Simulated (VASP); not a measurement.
# MgS (Fm-3m) in VASP: further runs, part 2 of 2

VASP 6.6.1. The steps go on from the part before.

### 4 Relaxation of cell and atoms, PBE

Input file INCAR:

```
PREC = Accurate
ENCUT = 600
EDIFF = 1E-6
ISMEAR = 0
SIGMA = 0.02
LREAL = False
LASPH = True
NELM = 100
ALGO = Normal
ISIF = 3
LWAVE = False
LCHARG = False
GGA = PE
IBRION = 2
NSW = 100
EDIFFG = -0.005
```

Input file KPOINTS:

```
regular mesh
0
Gamma
  8 8 8
```

Input file POSCAR:

```
MgS
1.0
    0.0000000000      2.6043975556      2.6043975556
    2.6043975556      0.0000000000      2.6043975556
    2.6043975556      2.6043975556      0.0000000000
Mg S
1 1
Direct
    0.0000000000      0.0000000000      0.0000000000
    0.5000000000      0.5000000000      0.5000000000
```

Potentials or basis: VASP PAW PBE potentials, release 64 (Mg, S).

The run is started by

```sh
cat potpaw_PBE.64/Mg/POTCAR potpaw_PBE.64/S/POTCAR > POTCAR
mpirun -np 1 vasp_std > vasp.out
```

OUTCAR:

```text
PREC = Accurate
   ENCUT = 600
   EDIFF = 1E-6
   ISMEAR = 0
   LREAL = False
   LASPH = True
   NELM = 100
   ISIF = 3
   GGA = PE
   IBRION = 2
   NSW = 100
   EDIFFG = -0.005

 ion  position               nearest neighbor table
   1  0.000  0.000  0.000-   2 2.60   2 2.60   2 2.60   2 2.60   2 2.60   2 2.60
   2  0.500  0.500  0.500-   1 2.60   1 2.60   1 2.60   1 2.60   1 2.60   1 2.60

  LATTYP: Found a face centered cubic cell.
 ALAT       =     5.2087951112

  Lattice vectors:

 A1 = (   0.0000000000,   2.6043975556,   2.6043975556)
 A2 = (   2.6043975556,   0.0000000000,   2.6043975556)
 A3 = (   2.6043975556,   2.6043975556,   0.0000000000)

Analysis of symmetry for initial positions (statically):
=====================================================================
 Subroutine PRICEL returns:
 Original cell was already a primitive cell.

 Routine SETGRP: Setting up the symmetry group for a
 face centered cubic supercell.

 Subroutine GETGRP returns: Found 48 space group operations
 (whereof 48 operations were pure point group operations)
 out of a pool of 48 trial point group operations.

The static configuration has the point symmetry O_h .

Analysis of symmetry for dynamics (positions and initial velocities):
=====================================================================
 Subroutine PRICEL returns:
 Original cell was already a primitive cell.

 Routine SETGRP: Setting up the symmetry group for a
 face centered cubic supercell.

 Subroutine GETGRP returns: Found 48 space group operations
 (whereof 48 operations were pure point group operations)
 out of a pool of 48 trial point group operations.

The dynamic configuration has the point symmetry O_h .

 Subroutine INISYM returns: Found 48 space group operations
 (whereof 48 operations are pure point group operations),
 and found     1 'primitive' translations

----------------------------------------------------------------------------------------
[... 130 lines left out ...]
 NGX is ok and might be reduce to    30
   NGX = 15   NGY = 15   NGZ = 15

--------------------------------------- Ionic step        1  -------------------------------------------

 number of electron       7.9999999 magnetization

 Free energy of the ion-electron system (eV)
  ---------------------------------------------------
  ext. energy  EPLUGINS =         0.00000000
  ---------------------------------------------------
  free energy    TOTEN  =        -8.50277126 eV

  energy without entropy =       -8.50277126  energy(sigma->0) =       -8.50277126

------------------------ aborting loop because EDIFF is reached ----------------------------------------

  FORCE on cell =-STRESS in cart. coord.  units (eV):
  Direction    XX          YY          ZZ          XY          YZ          ZX
  --------------------------------------------------------------------------------------
  -------------------------------------------------------------------------------------
  Total        0.1418248      0.1418248      0.1418248      0.0000000      0.0000000      0.0000000
  in kB        6.4314783      6.4314783      6.4314783      0.0000000      0.0000000      0.0000000
  external PRESSURE =       6.4314783 kB  Pullay stress =       0.0000000 kB
[... 59 lines left out ...]
--------------------------------------- Ionic step        3  -------------------------------------------

 number of electron       7.9999999 magnetization

 Free energy of the ion-electron system (eV)
  ---------------------------------------------------
  ext. energy  EPLUGINS =         0.00000000
  ---------------------------------------------------
  free energy    TOTEN  =        -8.50335927 eV

  energy without entropy =       -8.50335927  energy(sigma->0) =       -8.50335927

 E-fermi :   3.7265     XC(G=0):  -9.6407

 val. band max:        3.6224813837   @ k =   0.0000   0.0000   0.0000
 cond. band min:       6.3730548587   @ k =   0.5000   0.5000   0.0000
 fundamental gap:      2.7505734750
 Fermi energy:         3.7265321290

 k-point     1 :       0.0000    0.0000    0.0000
  band No.  band energies     occupation
      1      -8.9788      2.00000
      2       3.6225      2.00000
      3       3.6225      2.00000
      4       3.6225      2.00000
      5       7.2427      0.00000
      6      11.5840      0.00000
      7      11.5840      0.00000
      8      11.5840      0.00000
[... 243 lines left out ...]
 k-point    24 :      -0.3750    0.2500    0.1250
  band No.  band energies     occupation
      1      -7.5116      2.00000
      2      -0.6236      2.00000
      3       1.5225      2.00000
      4       2.4948      2.00000
      5       9.1647      0.00000
      6       9.7081      0.00000
      7      12.0033      0.00000
      8      12.9861      0.00000

 [... further k-points ...]

------------------------ aborting loop because EDIFF is reached ----------------------------------------

  FORCE on cell =-STRESS in cart. coord.  units (eV):
  Direction    XX          YY          ZZ          XY          YZ          ZX
  --------------------------------------------------------------------------------------
  -------------------------------------------------------------------------------------
  Total        0.0004739      0.0004739      0.0004739      0.0000000      0.0000000      0.0000000
  in kB        0.0213102      0.0213102      0.0213102      0.0000000      0.0000000      0.0000000
  external PRESSURE =       0.0213102 kB  Pullay stress =       0.0000000 kB
[... 17 lines left out ...]
  FREE ENERGIE OF THE ION-ELECTRON SYSTEM (eV)
  ---------------------------------------------------
  free  energy   TOTEN  =        -8.5033592717 eV

  energy  without entropy=       -8.5033592717  energy(sigma->0) =       -8.50335927

 reached required accuracy - stopping structural energy minimisation
```

Wall time 11 s (1 thread of Intel Xeon 6975P-C (Granite Rapids), shared host); peak memory 0.17 GiB.

Results:

```
Free energy                            : -8.5034 eV
Relaxed volume                         : 17.81 Å³/atom
Relaxed cell                           : a = 3.693 Å, b = 3.693 Å, c = 3.693 Å, α = 60.00°, β = 60.00°, γ = 60.00°
Space group after relaxing (to 0.05 Å) : Fm-3m (No. 225)
Energy gained by relaxing              : 0.3 meV/atom
Ionic steps                            : 3
Pressure after relaxing                : 0.0 GPa
Band gap on the k mesh                 : 2.75 eV, indirect (least direct gap 3.62 eV)
```

The path:
| step | energy change (eV) | largest force (eV/Å) | pressure (GPa) | volume (Å³) |
| --- | --- | --- | --- | --- |
| 1 | 0.0000 | 0.0000 | 0.64 | 35.33 |
| 2 | -0.0006 | 0.0000 | -0.14 | 35.69 |
| 3 | -0.0006 | 0.0000 | 0.00 | 35.63 |

Final structure:
```cif
data_structure
_symmetry_space_group_name_H-M 'P 1'
_symmetry_Int_Tables_number 1
_cell_length_a 3.6935
_cell_length_b 3.6935
_cell_length_c 3.6935
_cell_angle_alpha 60.000
_cell_angle_beta 60.000
_cell_angle_gamma 60.000
_cell_volume 35.63
loop_
_atom_site_label
_atom_site_type_symbol
_atom_site_fract_x
_atom_site_fract_y
_atom_site_fract_z
_atom_site_occupancy
Mg1 Mg 0.00000 0.00000 0.00000 1
S1 S 0.50000 0.50000 0.50000 1
```

A k mesh can miss the band edges. Expect the measured gap to be larger: semilocal functionals such as PBE lack the derivative discontinuity.

### 5 The runs side by side

| task | cell | k mesh | cutoff (eV) | smearing | gap on the mesh (eV) | pressure (GPa) |
| --- | --- | --- | --- | --- | --- | --- |
| single point | a = 3.683 Å, angles 60.0°, 2 atoms | 6 × 6 × 6 | 520 | gaussian 0.1 eV | 2.77 | 0.6 |
| single point | a = 3.698 Å, angles 60.0°, 2 atoms | 8 × 8 × 8 | 520 | gaussian 0.02 eV | 2.74 | -0.3 |
| relaxation of cell and atoms | relaxed from a = 3.683 Å, angles 60.0°, 2 atoms | 8 × 8 × 8 | 600 | gaussian 0.02 eV | 2.75 | 0.0 |

Alike in all rows: level PBE; potentials or basis VASP PAW PBE potentials, release 64 (Mg, S); no spin polarisation.

Absolute energies hang on the potentials; compare differences alone.
